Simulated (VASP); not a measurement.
# BP (F-43m) in VASP: notebook

Aim: see how the results for BP move with the level of theory and the settings. Levels: PBEsol, LDA, PBE. Tasks: relaxation of cell and atoms, single point.

All numbers are computed with VASP 6.6.1; they aren't measurements. Logs are shortened: lines on timing, memory, paths and dates and some standing lists are left out, and cuts for length are marked.

## (1) The cell of the first run

The structure is cubic, space group F-43m (No. 216). The conventional cell has a = 4.548 Å, b = 4.548 Å, c = 4.548 Å, α = 90.00°, β = 90.00°, γ = 90.00°. Within 2.6 Å of B (site symmetry -43m) lie 4 P at 1.97 Å. P (site symmetry -43m) has 4 B at 1.97 Å within 2.6 Å.

## (2) Relaxation of cell and atoms, PBEsol

INCAR reads:

```
SYSTEM = BP
ALGO     = Normal         ! electronic algorithm
EDIFF    = 1E-7           ! SCF threshold, eV
EDIFFG   = -0.005         ! ionic threshold
ENCUT    = 600            ! plane-wave cutoff, eV
GGA      = PS             ! functional
IBRION   = 2              ! ionic algorithm
ISIF     = 3              ! what is computed and relaxed
ISMEAR   = -1             ! smearing method
LASPH    = .TRUE.         ! aspherical terms in the spheres
LCHARG   = .FALSE.        ! write CHGCAR
LREAL    = .FALSE.        ! projectors in reciprocal space
LWAVE    = .FALSE.        ! write WAVECAR
NELM     = 100            ! most SCF steps
NSW      = 80             ! ionic steps
PREC     = Accurate       ! precision mode
SIGMA    = 0.02           ! smearing width, eV
```

KPOINTS reads:

```
k-points
0
G
  8 8 8
  0 0 0
```

POSCAR reads:

```
BP
1.0
    0.0000000000      2.2742185874      2.2742185874
    2.2742185874      0.0000000000      2.2742185874
    2.2742185874      2.2742185874      0.0000000000
B P
1 1
Direct
    0.0000000000      0.0000000000      0.0000000000
    0.2500000000      0.2500000000      0.2500000000
```

Potentials or basis: VASP PAW PBE potentials, release 64 (B, P).

The run is started by

```sh
$ cat potpaw_PBE.64/B/POTCAR potpaw_PBE.64/P/POTCAR > POTCAR
$ mpirun -np 1 vasp_std > vasp.out
```

OUTCAR:

```text
SYSTEM = BP
   EDIFF = 1E-7
   EDIFFG = -0.005
   ENCUT = 600
   GGA = PS
   IBRION = 2
   ISIF = 3
   ISMEAR = -1
   LASPH = .TRUE.
   LREAL = .FALSE.
   NELM = 100
   NSW = 80
   PREC = Accurate

 ion  position               nearest neighbor table
   1  0.000  0.000  0.000-   2 1.97   2 1.97   2 1.97   2 1.97
   2  0.250  0.250  0.250-   1 1.97   1 1.97   1 1.97   1 1.97

  LATTYP: Found a face centered cubic cell.
 ALAT       =     4.5484371748

  Lattice vectors:

 A1 = (   0.0000000000,   2.2742185874,   2.2742185874)
 A2 = (   2.2742185874,   0.0000000000,   2.2742185874)
 A3 = (   2.2742185874,   2.2742185874,   0.0000000000)

Analysis of symmetry for initial positions (statically):
=====================================================================
 Subroutine PRICEL returns:
 Original cell was already a primitive cell.

 Routine SETGRP: Setting up the symmetry group for a
 face centered cubic supercell.

 Subroutine GETGRP returns: Found 24 space group operations
 (whereof 24 operations were pure point group operations)
 out of a pool of 48 trial point group operations.

The static configuration has the point symmetry T_d .

Analysis of symmetry for dynamics (positions and initial velocities):
=====================================================================
 Subroutine PRICEL returns:
 Original cell was already a primitive cell.

 Routine SETGRP: Setting up the symmetry group for a
 face centered cubic supercell.

 Subroutine GETGRP returns: Found 24 space group operations
 (whereof 24 operations were pure point group operations)
 out of a pool of 48 trial point group operations.

The dynamic configuration has the point symmetry T_d .

 Subroutine INISYM returns: Found 24 space group operations
 (whereof 24 operations are pure point group operations),
 and found     1 'primitive' translations

----------------------------------------------------------------------------------------

                                     Primitive cell

  volume of cell :      23.5248

  direct lattice vectors                    reciprocal lattice vectors
     0.000000000  2.274218587  2.274218587    -0.219855735  0.219855735  0.219855735
     2.274218587  0.000000000  2.274218587     0.219855735 -0.219855735  0.219855735
     2.274218587  2.274218587  0.000000000     0.219855735  0.219855735 -0.219855735

  length of vectors
     3.216230770  3.216230770  3.216230770     0.380801304  0.380801304  0.380801304

  position of ions in fractional coordinates (direct lattice)
     0.000000000  0.000000000  0.000000000
     0.250000000  0.250000000  0.250000000

  ion indices of the primitive-cell ions
   primitive index   ion index
                 1           1
                 2           2

----------------------------------------------------------------------------------------

 KPOINTS: k-points

Automatic generation of k-mesh.
 Grid dimensions read from file:
 generate k-points for:    8    8    8

 Generating k-lattice:

  Cartesian coordinates                     Fractional coordinates (reciprocal lattice)
    -0.027481967  0.027481967  0.027481967     0.125000000  0.000000000  0.000000000
     0.027481967 -0.027481967  0.027481967     0.000000000  0.125000000  0.000000000
     0.027481967  0.027481967 -0.027481967     0.000000000  0.000000000  0.125000000

  Length of vectors
     0.047600163  0.047600163  0.047600163

  Shift w.r.t. Gamma in fractional coordinates (k-lattice)
     0.000000000  0.000000000  0.000000000

 Subroutine IBZKPT returns following result:
 ===========================================

 Found     29 irreducible k-points:

 Following reciprocal coordinates:
            Coordinates               Weight
  0.000000  0.000000  0.000000      1.000000
  0.125000  0.000000  0.000000      8.000000
  0.250000  0.000000  0.000000      8.000000
  0.375000  0.000000  0.000000      8.000000
  0.500000  0.000000  0.000000      4.000000
  0.125000  0.125000  0.000000      6.000000
[... 16 lines left out ...]
  0.500000  0.250000  0.125000     48.000000
 -0.375000  0.250000  0.125000     24.000000
 [... further k-points ...]
   k-points           NKPTS =     29   k-points in BZ     NKDIM =     29   number of bands    NBANDS=      8
   number of dos      NEDOS =    301   number of ions     NIONS =      2
   total plane-waves  NPLWV =  21952
   dimension x,y,z NGX =    28 NGY =   28 NGZ =   28
   dimension x,y,z NGXF=    56 NGYF=   56 NGZF=   56
   ions per type =               1   1
   NGX,Y,Z   is equivalent  to a cutoff of  14.47, 14.47, 14.47 a.u.
   NGXF,Y,Z  is equivalent  to a cutoff of  28.95, 28.95, 28.95 a.u.
 SYSTEM =  BP
   PREC   = accura    normal or accurate (medium, high low for compatibility)
   ISTART =      0    job   : 0-new  1-cont  2-samecut
   ICHARG =      2    charge: 1-file 2-atom 10-const
   ISPIN  =      1    spin polarized calculation?
   LNONCOLLINEAR =      F non collinear calculations
   LSORBIT =      F    spin-orbit coupling
   LASPH  =      T    aspherical Exc in radial PAW
   ENCUT  =  600.0 eV  44.10 Ry    6.64 a.u.   6.42  6.42  6.42*2*pi/ulx,y,z
   NELM   =    100;   NELMIN=  2; NELMDL= -5     # of ELM steps
   EDIFF  = 0.1E-06   stopping-criterion for ELM
   LREAL  =      F    real-space projection
   EDIFFG = -.5E-02   stopping-criterion for IOM
   NSW    =     80    number of steps for IOM
   IBRION =      2    ionic relax: 0-MD 1-quasi-New 2-CG
   NFREE  =      1    steps in history (QN), initial steepest desc. (CG)
   ISIF   =      3    stress and relaxation
   ISYM   =      2    0-nonsym 1-usesym 2-fastsym
   POTIM  = 0.5000    time-step for ionic-motion
   TEBEG  =    0.0;   TEEND  =   0.0 temperature during run
   PSTRESS=    0.0 pullay stress
   NELECT =       8.0000    total number of electrons
   NUPDOWN=      -1.0000    fix difference up-down
   EMIN   =  10.00;   EMAX   =-10.00  energy-range for DOS
   EFERMI =   0.00;   METHOD = LEGACY
   ISMEAR =    -1;   SIGMA  =   0.02  broadening in eV -4-tet -1-fermi 0-gaus
   EFERMI_NEDOS =   21; number of points for ismear=-14 and -15
   IALGO  =     38    algorithm
   IMIX   =      4    mixing-type and parameters
     AMIX     =   0.40;   BMIX     =  1.00
     AMIX_MAG =   1.60;   BMIX_MAG =  1.00
  volume/ion in A,a.u.               =      11.76        79.38
  Fermi-wavevector in a.u.,A,eV,Ry     =   1.142692  2.159375 17.765748  1.305746
  Thomas-Fermi vector in A             =   2.279389
   LORBIT       =      0    0 simple, 1 ext, 2 COOP (PROOUT), +10 PAW based schemes
   GGA     = PS    functional components
   LHFCALC =     F    Hartree Fock is set to
   AEXX    =    0.0000 exact exchange contribution
   IVDW    =     0    specifies the selected vdW correction
   LEPSILON=     F    determine dielectric tensor
   LRPA    =     F    only Hartree local field effects (RPA)
 conjugate gradient relaxation of ions
 non-spin polarized calculation
  energy-cutoff  :      600.00
  volume of cell :       23.52
 maximum number of plane-waves:       817
 NGX is ok and might be reduce to    28
   NGX = 13   NGY = 13   NGZ = 13

--------------------------------------- Ionic step        1  -------------------------------------------

 number of electron       8.0000000 magnetization

 Free energy of the ion-electron system (eV)
  ---------------------------------------------------
  ext. energy  EPLUGINS =         0.00000000
  ---------------------------------------------------
  free energy    TOTEN  =       -13.66944808 eV

  energy without entropy =      -13.66944808  energy(sigma->0) =      -13.66944808

------------------------ aborting loop because EDIFF is reached ----------------------------------------

  FORCE on cell =-STRESS in cart. coord.  units (eV):
  Direction    XX          YY          ZZ          XY          YZ          ZX
  --------------------------------------------------------------------------------------
  -------------------------------------------------------------------------------------
  Total       -0.4316021     -0.4316021     -0.4316021     -0.0000000      0.0000000     -0.0000000
  in kB      -29.3946005    -29.3946005    -29.3946005     -0.0000000      0.0000000     -0.0000000
  external PRESSURE =     -29.3946005 kB  Pullay stress =       0.0000000 kB
[... 57 lines left out ...]
  energy  without entropy=      -13.6711356748  energy(sigma->0) =      -13.67113567

--------------------------------------- Ionic step        3  -------------------------------------------

 number of electron       8.0000000 magnetization

 Free energy of the ion-electron system (eV)
  ---------------------------------------------------
  ext. energy  EPLUGINS =         0.00000000
  ---------------------------------------------------
  free energy    TOTEN  =       -13.67335218 eV

  energy without entropy =      -13.67335218  energy(sigma->0) =      -13.67335218

 E-fermi :   7.9803     XC(G=0): -11.0921

 val. band max:        7.5373639868   @ k =   0.0000   0.0000   0.0000
 cond. band min:       8.6873105067   @ k =   0.3750   0.3750   0.0000
 fundamental gap:      1.1499465200
 Fermi energy:         7.9803372782

 k-point     1 :       0.0000    0.0000    0.0000
  band No.  band energies     occupation
      1      -8.0599      2.00000
      2       7.5374      2.00000
      3       7.5374      2.00000
      4       7.5374      2.00000
      5      10.9102      0.00000
      6      10.9102      0.00000
      7      10.9102      0.00000
      8      15.0485      0.00000
[... 243 lines left out ...]
 k-point    24 :      -0.3750    0.2500    0.1250
  band No.  band energies     occupation
      1      -4.0001      2.00000
      2      -1.0301      2.00000
      3       2.9437      2.00000
      4       4.3550      2.00000
      5      11.6366      0.00000
      6      12.7088      0.00000
      7      15.8828      0.00000
      8      17.3279      0.00000

 [... further k-points ...]
[... 5 lines left out ...]
  --------------------------------------------------------------------------------------
  -------------------------------------------------------------------------------------
  Total        0.0001413      0.0001413      0.0001413      0.0000000      0.0000000     -0.0000000
  in kB        0.0098009      0.0098009      0.0098009      0.0000000      0.0000000     -0.0000000
  external PRESSURE =       0.0098009 kB  Pullay stress =       0.0000000 kB
[... 17 lines left out ...]
  FREE ENERGIE OF THE ION-ELECTRON SYSTEM (eV)
  ---------------------------------------------------
  free  energy   TOTEN  =       -13.6733521804 eV

  energy  without entropy=      -13.6733521804  energy(sigma->0) =      -13.67335218

 reached required accuracy - stopping structural energy minimisation
```

Run time: 26 s. Hardware: 1 thread of Intel Xeon 8259CL, shared host; peak memory 0.15 GiB.

What came out:

- Free energy: -13.6734 eV
- Relaxed volume: 11.55 Å³/atom
- Relaxed cell: a = 3.197 Å, b = 3.197 Å, c = 3.197 Å, α = 60.00°, β = 60.00°, γ = 60.00°
- Space group after relaxing (to 0.05 Å): F-43m (No. 216)
- Energy gained by relaxing: 2.0 meV/atom
- Ionic steps: 3
- Pressure after relaxing: 0.0 GPa
- Band gap on the k mesh: 1.15 eV, indirect (least direct gap 3.37 eV)

The path:
```
step  energy change (eV)  largest force (eV/Å)  pressure (GPa)  volume (Å³)
   1              0.0000                0.0000           -2.94        23.52
   2             -0.0017                0.0000            2.33        22.80
   3             -0.0039                0.0000            0.00        23.11
```

Final structure:
```xyz
2
Lattice="0.0000 2.2606 2.2606 2.2606 0.0000 2.2606 2.2606 2.2606 0.0000" Properties=species:S:1:pos:R:3 pbc="T T T"
B     0.0000    0.0000    0.0000
P     1.1303    1.1303    1.1303
```

Caveat: the PAW data sets were made with another functional, which shifts forces and pressure a little. Expect the measured gap to be larger: semilocal functionals such as PBEsol lack the derivative discontinuity.

## (3) Relaxation of cell and atoms, LDA

INCAR reads:

```
  PREC = Accurate
  ENCUT = 600
  EDIFF = 1E-7
  ISMEAR = -1
  SIGMA = 0.02
  LREAL = False
  LASPH = True
  NELM = 80
  ALGO = Normal
  ISIF = 3
  LWAVE = False
  LCHARG = False
  GGA = CA
  IBRION = 2
  NSW = 80
  EDIFFG = -0.005
```

KPOINTS reads:

```
regular mesh
0
Gamma
  8 8 8
```

POSCAR is that of step 2.

Potentials or basis: VASP PAW LDA potentials, release 64 (B, P).

The run is started by

```sh
$ cat potpaw_LDA.64/B/POTCAR potpaw_LDA.64/P/POTCAR > POTCAR
$ mpirun -np 1 vasp_std > vasp.out
```

Run time: 27 s. Hardware: 1 thread of Intel Xeon 8259CL, shared host; peak memory 0.13 GiB.

The run converged. Its results:

| Property | Result |
| --- | --- |
| Free energy | -14.3993 eV |
| Relaxed volume | 11.31 Å³/atom |
| Relaxed cell | a = 3.175 Å, b = 3.175 Å, c = 3.175 Å, α = 60.00°, β = 60.00°, γ = 60.00° |
| Space group after relaxing (to 0.05 Å) | F-43m (No. 216) |
| Energy gained by relaxing | 9.2 meV/atom |
| Ionic steps | 3 |
| Pressure after relaxing | 0.0 GPa |
| Band gap on the k mesh | 1.18 eV, indirect (least direct gap 3.43 eV) |

Step by step:
```csv
step,energy change (eV),largest force (eV/Å),pressure (GPa),volume (Å³)
1,0.0000,0.0000,-6.36,23.52
2,-0.0075,0.0000,5.45,21.97
3,-0.0184,0.0000,-0.02,22.63
```

Final structure:
```xyz
2
Lattice="0.0000 2.2450 2.2450 2.2450 0.0000 2.2450 2.2450 2.2450 0.0000" Properties=species:S:1:pos:R:3 pbc="T T T"
B     0.0000    0.0000    0.0000
P     1.1225    1.1225    1.1225
```

Levels at points of the mesh, in eV from the valence-band top:
| k point | band 1 | band 2 | band 3 | band 4 | band 5 | band 6 | band 7 | band 8 |
| --- | --- | --- | --- | --- | --- | --- | --- | --- |
| (0.00, 0.00, 0.00) | -15.67 | 0.00 | 0.00 | 0.00 | 3.43 | 3.43 | 3.43 | 7.86 |
| (0.50, 0.00, 0.00) | -12.22 | -9.24 | -1.79 | -1.79 | 3.98 | 4.70 | 4.70 | 10.04 |
| (0.50, 0.50, 0.00) | -10.68 | -8.65 | -4.22 | -4.22 | 1.24 | 1.53 | 12.30 | 12.30 |

A k mesh can miss the band edges. Zero-point motion and thermal expansion aren't in these numbers.

## (4) Single point, PBE (volume changed by -6%)

INCAR reads:

```
SYSTEM = BP
ALGO = Normal
EDIFF = 1E-6
ENCUT = 500
GGA = PE
GGA_COMPAT = .False.
ISIF = 2
ISMEAR = 0
LASPH = .True.
LCHARG = .False.
LREAL = .False.
LWAVE = .False.
NBANDS = 11
NELM = 120
PREC = Accurate
SIGMA = 0.01
```

KPOINTS reads:

```
k-points
0
Gamma
  8 8 8
  0 0 0
```

POSCAR reads:

```
BP
1.0
    0.0000000000      2.2277929331      2.2277929331
    2.2277929331      0.0000000000      2.2277929331
    2.2277929331      2.2277929331      0.0000000000
B P
1 1
Direct
    0.0000000000      0.0000000000      0.0000000000
    0.2500000000      0.2500000000      0.2500000000
```

Potentials or basis: VASP PAW PBE potentials, release 64 (B, P).

The run is started by

```sh
$ cat potpaw_PBE.64/B/POTCAR potpaw_PBE.64/P/POTCAR > POTCAR
$ mpirun -np 1 vasp_std > vasp.out
```

OUTCAR:

```text
SYSTEM = BP
   EDIFF = 1E-6
   ENCUT = 500
   GGA = PE
   ISIF = 2
   ISMEAR = 0
   LASPH = .True.
   LREAL = .False.
   NELM = 120
   PREC = Accurate

 ion  position               nearest neighbor table
   1  0.000  0.000  0.000-   2 1.93   2 1.93   2 1.93   2 1.93
   2  0.250  0.250  0.250-   1 1.93   1 1.93   1 1.93   1 1.93

  LATTYP: Found a face centered cubic cell.
 ALAT       =     4.4555858662

  Lattice vectors:

 A1 = (   0.0000000000,   2.2277929331,   2.2277929331)
 A2 = (   2.2277929331,   0.0000000000,   2.2277929331)
 A3 = (   2.2277929331,   2.2277929331,   0.0000000000)
[... 512 lines left out ...]
      7      16.7633      0.00000
      8      18.2352      0.00000
      9      18.8117      0.00000
     10      22.8947      0.00000
     11      25.3956      0.00000

 [... further k-points ...]
[... 5 lines left out ...]
  --------------------------------------------------------------------------------------
  -------------------------------------------------------------------------------------
  Total        1.5183767      1.5183767      1.5183767     -0.0000000      0.0000000      0.0000000
  in kB      110.0108828    110.0108828    110.0108828     -0.0000000      0.0000000      0.0000000
  external PRESSURE =     110.0108828 kB  Pullay stress =       0.0000000 kB

 VOLUME and BASIS-vectors are now :
 -----------------------------------------------------------------------------
  energy-cutoff  :      500.00
  volume of cell :       22.11
      direct lattice vectors                 reciprocal lattice vectors
     0.000000000  2.227792933  2.227792933    -0.224437376  0.224437376  0.224437376
     2.227792933  0.000000000  2.227792933     0.224437376 -0.224437376  0.224437376
     2.227792933  2.227792933  0.000000000     0.224437376  0.224437376 -0.224437376

 POSITION                                       TOTAL-FORCE (eV/Angst)
 -----------------------------------------------------------------------------------
      0.00000      0.00000      0.00000         0.000000      0.000000      0.000000
      1.11390      1.11390      1.11390        -0.000000     -0.000000     -0.000000
 -----------------------------------------------------------------------------------
    total drift:                                0.000000      0.000000      0.000000

  FREE ENERGIE OF THE ION-ELECTRON SYSTEM (eV)
  ---------------------------------------------------
  free  energy   TOTEN  =       -12.8829243989 eV

  energy  without entropy=      -12.8829243989  energy(sigma->0) =      -12.88292440
```

stdout:

```text
POSCAR found type information on POSCAR B P
 POSCAR found :  2 types and       2 ions
 scaLAPACK will be used
 LDA part: xc-table for (Slater+PW92), standard interpolation
 POSCAR, INCAR and KPOINTS ok, starting setup
 FFT: planning ... GRIDC
 FFT: planning ... GRID_SOFT
 FFT: planning ... GRID
 WAVECAR not read
 entering main loop
```

It took 7.6 s on 1 thread of AMD EPYC 7R43 (Zen 3), shared host; peak memory 0.1 GiB.

Results:

* Free energy: -12.8829 eV
* Pressure: 11.0 GPa
* Band gap on the k mesh: 1.20 eV, indirect (least direct gap 3.49 eV)

Levels at points of the mesh, in eV from the valence-band top:
| k point | band 1 | band 2 | band 3 | band 4 | band 5 | band 6 | band 7 | band 8 |
| --- | --- | --- | --- | --- | --- | --- | --- | --- |
| (0.00, 0.00, 0.00) | -15.96 | 0.00 | 0.00 | 0.00 | 3.49 | 3.49 | 3.49 | 8.23 |
| (0.50, 0.00, 0.00) | -12.42 | -9.44 | -1.82 | -1.82 | 4.11 | 4.75 | 4.75 | 10.32 |
| (0.50, 0.50, 0.00) | -10.81 | -8.87 | -4.31 | -4.31 | 1.22 | 1.61 | 12.64 | 12.64 |

Caveat: the cell differs from its parent crystal (volume changed by -6%).

## (5) The runs side by side

```tsv
task	level	potentials or basis	cell	cutoff (eV)	smearing	gap on the mesh (eV)	pressure (GPa)	relaxed volume (Å³/atom)
relaxation of cell and atoms	PBEsol	VASP PAW PBE potentials, release 64 (B, P)	relaxed from a = 3.216 Å, angles 60.0°, 2 atoms	600	fermi-dirac 0.02 eV	1.15	0.0	11.55
relaxation of cell and atoms	LDA	VASP PAW LDA potentials, release 64 (B, P)	relaxed from a = 3.216 Å, angles 60.0°, 2 atoms	600	fermi-dirac 0.02 eV	1.18	0.0	11.31
single point	PBE	VASP PAW PBE potentials, release 64 (B, P)	a = 3.151 Å, angles 60.0°, 2 atoms	500	gaussian 0.01 eV	1.20	11.0	-
```

Alike in all rows: no spin polarisation; k mesh 8 × 8 × 8.

Caveats: the PAW data sets were made with another functional, which shifts forces and pressure a little (some runs).

Absolute energies hang on the potentials; compare differences alone.
